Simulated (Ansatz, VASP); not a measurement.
**Ag2O: VASP beside Ansatz**

```
CELL_PARAMETERS angstrom
4.96084 0.00000 0.00000
0.00000 4.96084 0.00000
0.00000 0.00000 4.96084
ATOMIC_POSITIONS crystal
Ag 0.75000 0.75000 0.75000
Ag 0.75000 0.25000 0.25000
Ag 0.25000 0.25000 0.75000
Ag 0.25000 0.75000 0.25000
O 0.00000 0.00000 0.00000
O 0.50000 0.50000 0.50000
```

Alike in both runs: task single point; functional RPBE; k mesh 6 × 6 × 6; occupations gaussian, width 0.05 eV; no spin polarisation.

|  | VASP | Ansatz |
| --- | --- | --- |
| version | VASP 6.6.1 | Ansatz 0.2.0 |
| potentials or method | VASP PAW PBE potentials, release 64 (Ag, O), cutoff 600 eV | scalar-relativistic, plane waves, PAW |
| valence electrons in the cell | 56 | 88 |

Ansatz gave:

```
gap on the k mesh at the Fermi level (eV) : none
pressure (GPa)                            : -1.9
```

Q: Estimate VASP's values.

A: gap on the k mesh at the Fermi level (eV): none; pressure (GPa): -2.1.

VASP's potentials were made for PBE, not for RPBE. A gap of «none» marks a metal or a gap that the smearing closes. The functional is the same, so the differences come from potentials, cutoffs and numerics. VASP's potentials hold 56 valence electrons a cell and Ansatz's 88, so a difference there can come from the potentials and not from the codes.
